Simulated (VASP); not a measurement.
# CdF2 (I4/mmm) in VASP: further runs, part 2 of 2

VASP 6.6.1. The steps go on from the part before.

## Step 3: Single point, LDA (strain -0.1125 x Voigt [1, 0, 0, 0, 0, 0])

INCAR

```
SYSTEM = CdF2
  PREC = Accurate
  ENCUT = 520
  EDIFF = 1E-7
  ISMEAR = 0
  SIGMA = 0.05
  LREAL = .False.
  LASPH = .True.
  NELM = 100
  ALGO = Normal
  ISIF = 2
  LWAVE = .False.
  LCHARG = .False.
  GGA = CA
  NBANDS = 20
```

KPOINTS

```
Automatic mesh
0
Gamma
  8 8 8
  0 0 0
```

POSCAR

```
CdF2
1.0
    0.0000000000      2.6488277134      2.6488277134
    2.3508345956      0.0000000000      2.6488277134
    2.3508345956      2.6488277134      0.0000000000
Cd F
1 2
Direct
    0.0000000000      0.0000000000      0.0000000000
    0.2500000000      0.2500000000      0.2500000000
    0.7500000000      0.7500000000      0.7500000000
```

Potentials or basis: VASP PAW LDA potentials, release 64 (Cd, F).

On the command line:

```sh
$ cat potpaw_LDA.64/Cd/POTCAR potpaw_LDA.64/F/POTCAR > POTCAR
$ mpirun -np 1 vasp_std > vasp.out
```

OUTCAR:

```text
SYSTEM = CdF2
   PREC = Accurate
   ENCUT = 520
   EDIFF = 1E-7
   ISMEAR = 0
   LREAL = .False.
   LASPH = .True.
   NELM = 100
   ISIF = 2
   GGA = CA

 ion  position               nearest neighbor table
   1  0.000  0.000  0.000-   3 2.21   3 2.21   2 2.21   3 2.21   2 2.21   2 2.21   3 2.21   2 2.21

   2  0.250  0.250  0.250-   1 2.21   1 2.21   1 2.21   1 2.21
   3  0.750  0.750  0.750-   1 2.21   1 2.21   1 2.21   1 2.21

  LATTYP: Found a body centered tetragonal cell.
 ALAT       =     3.7460080767
 C/A-ratio  =     1.2551145366

  Lattice vectors:

 A1 = (  -2.3508345956,   0.0000000000,  -2.6488277134)
 A2 = (  -2.3508345956,   0.0000000000,   2.6488277134)
 A3 = (   2.3508345956,   2.6488277134,   0.0000000000)

Analysis of symmetry for initial positions (statically):
=====================================================================
 Subroutine PRICEL returns:
 Original cell was already a primitive cell.

 Routine SETGRP: Setting up the symmetry group for a
 body centered tetragonal supercell.

 Subroutine GETGRP returns: Found 16 space group operations
 (whereof 16 operations were pure point group operations)
 out of a pool of 16 trial point group operations.

The static configuration has the point symmetry D_4h.

Analysis of symmetry for dynamics (positions and initial velocities):
=====================================================================
 Subroutine PRICEL returns:
 Original cell was already a primitive cell.

 Routine SETGRP: Setting up the symmetry group for a
 body centered tetragonal supercell.

 Subroutine GETGRP returns: Found 16 space group operations
 (whereof 16 operations were pure point group operations)
 out of a pool of 16 trial point group operations.

The dynamic configuration has the point symmetry D_4h.

 Subroutine INISYM returns: Found 16 space group operations
 (whereof 16 operations are pure point group operations),
 and found     1 'primitive' translations

----------------------------------------------------------------------------------------

                                     Primitive cell

  volume of cell :      32.9883

  direct lattice vectors                    reciprocal lattice vectors
     0.000000000  2.648827713  2.648827713    -0.212690421  0.188762749  0.188762749
     2.350834596  0.000000000  2.648827713     0.212690421 -0.188762749  0.188762749
     2.350834596  2.648827713  0.000000000     0.212690421  0.188762749 -0.188762749

  length of vectors
     3.746008077  3.541569080  3.541569080     0.341320913  0.341320913  0.341320913

  position of ions in fractional coordinates (direct lattice)
     0.000000000  0.000000000  0.000000000
     0.250000000  0.250000000  0.250000000
     0.750000000  0.750000000  0.750000000

  ion indices of the primitive-cell ions
   primitive index   ion index
                 1           1
                 2           2
                 3           3

----------------------------------------------------------------------------------------

 KPOINTS: Automatic mesh

Automatic generation of k-mesh.
 Grid dimensions read from file:
 generate k-points for:    8    8    8

 Generating k-lattice:

  Cartesian coordinates                     Fractional coordinates (reciprocal lattice)
    -0.026586303  0.023595344  0.023595344     0.125000000  0.000000000  0.000000000
     0.026586303 -0.023595344  0.023595344     0.000000000  0.125000000 -0.000000000
     0.026586303  0.023595344 -0.023595344     0.000000000 -0.000000000  0.125000000

  Length of vectors
     0.042665114  0.042665114  0.042665114

  Shift w.r.t. Gamma in fractional coordinates (k-lattice)
     0.000000000  0.000000000  0.000000000

 Subroutine IBZKPT returns following result:
 ===========================================

 Found     59 irreducible k-points:

 Following reciprocal coordinates:
            Coordinates               Weight
  0.000000  0.000000  0.000000      1.000000
  0.125000  0.000000  0.000000      8.000000
  0.250000  0.000000  0.000000      8.000000
  0.375000  0.000000  0.000000      8.000000
  0.500000  0.000000  0.000000      4.000000
  0.125000  0.125000  0.000000      4.000000
[... 16 lines left out ...]
  0.250000  0.125000  0.125000      4.000000
  0.375000  0.125000  0.125000      8.000000
 [... further k-points ...]
   k-points           NKPTS =     59   k-points in BZ     NKDIM =     59   number of bands    NBANDS=     20
   number of dos      NEDOS =    301   number of ions     NIONS =      3
   total plane-waves  NPLWV =  21952
   dimension x,y,z NGX =    28 NGY =   28 NGZ =   28
   dimension x,y,z NGXF=    56 NGYF=   56 NGZF=   56
   ions per type =               1   2
   NGX,Y,Z   is equivalent  to a cutoff of  12.43, 13.14, 13.14 a.u.
   NGXF,Y,Z  is equivalent  to a cutoff of  24.85, 26.29, 26.29 a.u.
 SYSTEM =  CdF2
   PREC   = accura    normal or accurate (medium, high low for compatibility)
   ISTART =      0    job   : 0-new  1-cont  2-samecut
   ICHARG =      2    charge: 1-file 2-atom 10-const
   ISPIN  =      1    spin polarized calculation?
   LNONCOLLINEAR =      F non collinear calculations
   LSORBIT =      F    spin-orbit coupling
   LASPH  =      T    aspherical Exc in radial PAW
   ENCUT  =  520.0 eV  38.22 Ry    6.18 a.u.   6.97  6.58  6.58*2*pi/ulx,y,z
   NELM   =    100;   NELMIN=  2; NELMDL= -5     # of ELM steps
   EDIFF  = 0.1E-06   stopping-criterion for ELM
   LREAL  =      F    real-space projection
   EDIFFG = 0.1E-05   stopping-criterion for IOM
   NSW    =      0    number of steps for IOM
   IBRION =     -1    ionic relax: 0-MD 1-quasi-New 2-CG
   NFREE  =      0    steps in history (QN), initial steepest desc. (CG)
   ISIF   =      2    stress and relaxation
   ISYM   =      2    0-nonsym 1-usesym 2-fastsym
   POTIM  = 0.5000    time-step for ionic-motion
   TEBEG  =    0.0;   TEEND  =   0.0 temperature during run
   PSTRESS=    0.0 pullay stress
   NELECT =      26.0000    total number of electrons
   NUPDOWN=      -1.0000    fix difference up-down
   EMIN   =  10.00;   EMAX   =-10.00  energy-range for DOS
   EFERMI =   0.00;   METHOD = LEGACY
   ISMEAR =     0;   SIGMA  =   0.05  broadening in eV -4-tet -1-fermi 0-gaus
   EFERMI_NEDOS =   21; number of points for ismear=-14 and -15
   IALGO  =     38    algorithm
   IMIX   =      4    mixing-type and parameters
     AMIX     =   0.40;   BMIX     =  1.00
     AMIX_MAG =   1.60;   BMIX_MAG =  1.00
  volume/ion in A,a.u.               =      11.00        74.21
  Fermi-wavevector in a.u.,A,eV,Ry     =   1.512212  2.857667 31.113615  2.286786
  Thomas-Fermi vector in A             =   2.622167
   LORBIT       =      0    0 simple, 1 ext, 2 COOP (PROOUT), +10 PAW based schemes
   GGA     = CA    functional components
   LHFCALC =     F    Hartree Fock is set to
   AEXX    =    0.0000 exact exchange contribution
   IVDW    =     0    specifies the selected vdW correction
   LEPSILON=     F    determine dielectric tensor
   LRPA    =     F    only Hartree local field effects (RPA)
 non-spin polarized calculation
 Gauss-broadening in eV      SIGMA  =   0.05
  energy-cutoff  :      520.00
  volume of cell :       32.99
 maximum number of plane-waves:       902
   NGX = 13   NGY = 13   NGZ = 13

 number of electron      25.9999990 magnetization

 Free energy of the ion-electron system (eV)
  ---------------------------------------------------
  ext. energy  EPLUGINS =         0.00000000
  ---------------------------------------------------
  free energy    TOTEN  =       -12.31581320 eV

  energy without entropy =      -12.31581320  energy(sigma->0) =      -12.31581320

 E-fermi :   0.4315     XC(G=0): -12.0818

 val. band max:        0.1162805240   @ k =  -0.3750   0.5000   0.1250
 cond. band min:       3.1277302487   @ k =   0.0000   0.0000   0.0000
 fundamental gap:      3.0114497247
 Fermi energy:         0.4314743078

 k-point     1 :       0.0000    0.0000    0.0000
  band No.  band energies     occupation
      1     -21.7312      2.00000
      2     -19.8464      2.00000
      3      -6.6108      2.00000
      4      -6.5597      2.00000
      5      -6.5597      2.00000
      6      -4.5732      2.00000
[... 12 lines left out ...]
     19      19.1910      0.00000
[... 513 lines left out ...]
      4      -6.1299      2.00000
      5      -5.1647      2.00000
      6      -4.8747      2.00000
[... 12 lines left out ...]
     19      18.5511      0.00000
     20      22.5813      0.00000

 [... further k-points ...]

------------------------ aborting loop because EDIFF is reached ----------------------------------------

  FORCE on cell =-STRESS in cart. coord.  units (eV):
  Direction    XX          YY          ZZ          XY          YZ          ZX
  --------------------------------------------------------------------------------------
  -------------------------------------------------------------------------------------
  Total        6.8237153      3.4568864      3.4568864      0.0000000      0.0000000     -0.0000000
  in kB      331.4148701    167.8943970    167.8943970      0.0000000      0.0000000     -0.0000000
  external PRESSURE =     222.4012214 kB  Pullay stress =       0.0000000 kB

 VOLUME and BASIS-vectors are now :
 -----------------------------------------------------------------------------
  energy-cutoff  :      520.00
  volume of cell :       32.99
      direct lattice vectors                 reciprocal lattice vectors
     0.000000000  2.648827713  2.648827713    -0.212690421  0.188762749  0.188762749
     2.350834596  0.000000000  2.648827713     0.212690421 -0.188762749  0.188762749
     2.350834596  2.648827713  0.000000000     0.212690421  0.188762749 -0.188762749

 POSITION                                       TOTAL-FORCE (eV/Angst)
 -----------------------------------------------------------------------------------
      0.00000      0.00000      0.00000         0.000000     -0.000000      0.000000
      1.17542      1.32441      1.32441        -0.000000      0.000000     -0.000000
      3.52625      3.97324      3.97324         0.000000     -0.000000      0.000000
 -----------------------------------------------------------------------------------
    total drift:                                0.000000      0.000000      0.000000

  FREE ENERGIE OF THE ION-ELECTRON SYSTEM (eV)
  ---------------------------------------------------
  free  energy   TOTEN  =       -12.3158131962 eV

  energy  without entropy=      -12.3158131962  energy(sigma->0) =      -12.31581320
```

Run time: 16 s. Hardware: 1 thread of Intel Xeon 6975P-C (Granite Rapids), shared host; peak memory 0.16 GiB.

What came out:

```yaml
Free_energy: -12.3158 eV
Pressure: 22.2 GPa
Band_gap_on_the_k_mesh: 3.01 eV (least direct gap 3.37 eV)
```

Stress tensor (GPa, compression positive):
```
33.14  0.00  0.00
 0.00 16.79  0.00
 0.00  0.00 16.79
```

Caveat: the cell differs from its parent crystal (strain -0.1125 x Voigt [1, 0, 0, 0, 0, 0]); the stress differs along the axes, from 17 to 33 GPa.

## Step 4: Single point, LDA (strain -0.0750 x Voigt [1, 0, 0, 0, 0, 0])

INCAR

```
SYSTEM = CdF2
PREC = Accurate ; ENCUT = 520
EDIFF = 1E-6 ; ISMEAR = 0
SIGMA = 0.05 ; LREAL = .FALSE.
LASPH = .TRUE. ; NELM = 100
ALGO = Normal ; ISIF = 2
LWAVE = .FALSE. ; LCHARG = .TRUE.
LELF = .TRUE. ; LVHAR = .TRUE.
NBANDS = 20
```

KPOINTS

```
Automatic mesh
0
G
  8 8 8
  0 0 0
```

POSCAR

```
CdF2
1.0
    0.0000000000      2.6488277134      2.6488277134
    2.4501656349      0.0000000000      2.6488277134
    2.4501656349      2.6488277134      0.0000000000
Cd F
1 2
Direct
    0.0000000000      0.0000000000      0.0000000000
    0.2500000000      0.2500000000      0.2500000000
    0.7500000000      0.7500000000      0.7500000000
```

On the command line:

```sh
$ cat potpaw_LDA.64/Cd/POTCAR potpaw_LDA.64/F/POTCAR > POTCAR
$ mpirun -np 1 vasp_std > vasp.out
```

It took 16 s on 1 thread of Intel Xeon 6975P-C (Granite Rapids), shared host; peak memory 0.16 GiB.

The run converged. Its results:

| Quantity | Value |
| --- | --- |
| Free energy | -12.5501 eV |
| Pressure | 13.7 GPa |
| Band gap on the k mesh | 3.09 eV (least direct gap 3.41 eV) |

Stress tensor (GPa, compression positive):
```
20.22  0.00  0.00
 0.00 10.37  0.00
 0.00  0.00 10.37
```

Levels at points of the mesh, in eV from the valence-band top:
```csv
k point,band 11,band 12,band 13,band 14,band 15,band 16
"(0.00, 0.00, 0.00)",-0.61,-0.32,-0.32,3.09,12.70,12.82
"(0.50, 0.00, 0.00)",-2.42,-0.40,-0.38,7.78,8.96,14.81
"(0.50, 0.50, 0.00)",-1.05,-0.27,-0.01,8.72,9.94,11.56
"(0.00, 0.50, 0.50)",-0.50,-0.26,-0.26,8.36,9.82,11.80
```

Caveat: the cell differs from its parent crystal (strain -0.0750 x Voigt [1, 0, 0, 0, 0, 0]); the stress differs along the axes, from 10 to 20 GPa. A k mesh can miss the band edges.

## Step 5: Single point, LDA (strain +0.1312 x Voigt [1, 0, 0, 0, 0, 0])

INCAR

```
ALGO = Normal
EDIFF = 1E-7
ENCUT = 520
GGA = CA
ISIF = 2
ISMEAR = 0
LASPH = True
LCHARG = False
LREAL = False
LWAVE = False
NBANDS = 20
NELM = 100
PREC = Accurate
SIGMA = 0.05
```

KPOINTS

```
k-points
0
Gamma
  8 8 8
```

POSCAR

```
CdF2
1.0
    0.0000000000      2.6488277134      2.6488277134
    2.9963539094      0.0000000000      2.6488277134
    2.9963539094      2.6488277134      0.0000000000
Cd F
1 2
Direct
    0.0000000000      0.0000000000      0.0000000000
    0.2500000000      0.2500000000      0.2500000000
    0.7500000000      0.7500000000      0.7500000000
```

On the command line:

```sh
$ cat potpaw_LDA.64/Cd/POTCAR potpaw_LDA.64/F/POTCAR > POTCAR
$ mpirun -np 1 vasp_std > vasp.out
```

Run time: 20 s. Hardware: 1 thread of Intel Xeon 6975P-C (Granite Rapids), shared host; peak memory 0.17 GiB.

The run converged. Its results:

```yaml
Free_energy: -12.4307 eV
Pressure: -11.1 GPa
Band_gap_on_the_k_mesh: 2.21 eV (least direct gap 2.80 eV)
```

Stress tensor (GPa, compression positive):
```
-20.01   0.00   0.00
  0.00  -6.66   0.00
  0.00   0.00  -6.66
```

Levels at points of the mesh, in eV from the valence-band top:
| k point | band 9 | band 10 | band 11 | band 12 | band 13 | band 14 | band 15 | band 16 | band 17 | band 18 |
| --- | --- | --- | --- | --- | --- | --- | --- | --- | --- | --- |
| (0.00, 0.00, 0.00) | -0.88 | -0.88 | -0.64 | -0.64 | -0.58 | 2.21 | 11.71 | 11.71 | 12.07 | 16.35 |
| (0.50, 0.00, 0.00) | -2.23 | -1.88 | -1.62 | -0.66 | -0.58 | 6.11 | 8.13 | 13.02 | 13.74 | 16.55 |
| (0.50, 0.50, 0.00) | -3.05 | -2.75 | -0.45 | -0.27 | -0.04 | 6.85 | 8.50 | 11.13 | 12.14 | 13.59 |
| (0.00, 0.50, 0.50) | -2.70 | -2.70 | -0.89 | -0.10 | -0.10 | 6.83 | 8.98 | 11.35 | 13.38 | 13.38 |

Caveat: the cell differs from its parent crystal (strain +0.1312 x Voigt [1, 0, 0, 0, 0, 0]); the stress differs along the axes, from -20 to -7 GPa.

## Step 6: Single point, LDA (strain +0.1500 x Voigt [1, 0, 0, 0, 0, 0])

INCAR

```
SYSTEM = CdF2
PREC     = Accurate       ! precision mode
ENCUT    = 520            ! plane-wave cutoff, eV
EDIFF    = 1E-6           ! SCF threshold, eV
ISMEAR   = 0              ! smearing method
SIGMA    = 0.05           ! smearing width, eV
LREAL    = .FALSE.        ! projectors in reciprocal space
LASPH    = .TRUE.         ! aspherical terms in the spheres
NELM     = 80             ! most SCF steps
ALGO     = Normal         ! electronic algorithm
ISIF     = 2              ! what is computed and relaxed
LWAVE    = .FALSE.        ! write WAVECAR
LCHARG   = .FALSE.        ! write CHGCAR
NBANDS   = 20             ! bands
```

KPOINTS

```
regular mesh
0
G
  8 8 8
  0 0 0
```

POSCAR

```
CdF2
1.0
    0.0000000000      2.6488277134      2.6488277134
    3.0461518704      0.0000000000      2.6488277134
    3.0461518704      2.6488277134      0.0000000000
Cd F
1 2
Direct
    0.0000000000      0.0000000000      0.0000000000
    0.2500000000      0.2500000000      0.2500000000
    0.7500000000      0.7500000000      0.7500000000
```

Potentials or basis: VASP PAW LDA potentials, release 64 (Cd, F).

On the command line:

```sh
$ cat potpaw_LDA.64/Cd/POTCAR potpaw_LDA.64/F/POTCAR > POTCAR
$ mpirun -np 1 vasp_std > vasp.out
```

It took 21 s on 1 thread of Intel Xeon 6975P-C (Granite Rapids), shared host; peak memory 0.17 GiB.

It converged, with:

```yaml
Free_energy: -12.3397 eV
Pressure: -12.2 GPa
Band_gap_on_the_k_mesh: 2.08 eV (least direct gap 2.67 eV)
```

Stress tensor (GPa, compression positive):
```
-22.26   0.00   0.00
  0.00  -7.20   0.00
  0.00   0.00  -7.20
```

Levels at points of the mesh, in eV from the valence-band top:
| k point | band 10 | band 11 | band 12 | band 13 | band 14 | band 15 | band 16 | band 17 |
| --- | --- | --- | --- | --- | --- | --- | --- | --- |
| (0.00, 0.00, 0.00) | -0.95 | -0.63 | -0.59 | -0.59 | 2.08 | 11.58 | 11.58 | 12.00 |
| (0.50, 0.00, 0.00) | -1.85 | -1.58 | -0.71 | -0.62 | 5.92 | 7.97 | 12.82 | 13.60 |
| (0.50, 0.50, 0.00) | -2.69 | -0.51 | -0.24 | -0.04 | 6.65 | 8.32 | 11.05 | 11.83 |
| (0.00, 0.50, 0.50) | -2.63 | -0.93 | -0.10 | -0.10 | 6.60 | 8.88 | 11.33 | 13.22 |

Caveat: the cell differs from its parent crystal (strain +0.1500 x Voigt [1, 0, 0, 0, 0, 0]); the stress differs along the axes, from -22 to -7 GPa.

## Step 7: The runs side by side

```tsv
cell	gap on the mesh (eV)	pressure (GPa)
a = 3.746, b = 3.476, c = 3.476 Å, angles 65.2, 57.4, 57.4°, 3 atoms	2.83	32.9
a = 3.746, b = 3.542, c = 3.542 Å, angles 63.9, 58.1, 58.1°, 3 atoms	3.01	22.2
a = 3.746, b = 3.608, c = 3.608 Å, angles 62.5, 58.7, 58.7°, 3 atoms	3.09	13.7
a = 3.746, b = 3.999, c = 3.999 Å, angles 55.9, 62.1, 62.1°, 3 atoms	2.21	-11.1
a = 3.746, b = 4.037, c = 4.037 Å, angles 55.3, 62.4, 62.4°, 3 atoms	2.08	-12.2
```

Alike in all rows: task single point; level LDA; potentials or basis VASP PAW LDA potentials, release 64 (Cd, F); no spin polarisation; k mesh 8 × 8 × 8; cutoff (eV) 520; smearing gaussian 0.05 eV.

Caveats: the stress differs along the axes, from 25 to 49 GPa (at least some runs); the stress differs along the axes, from 17 to 33 GPa (at least some runs); the stress differs along the axes, from 10 to 20 GPa (at least some runs); the stress differs along the axes, from -20 to -7 GPa (at least some runs); the stress differs along the axes, from -22 to -7 GPa (at least some runs).

Absolute energies hang on the potentials; compare differences alone.
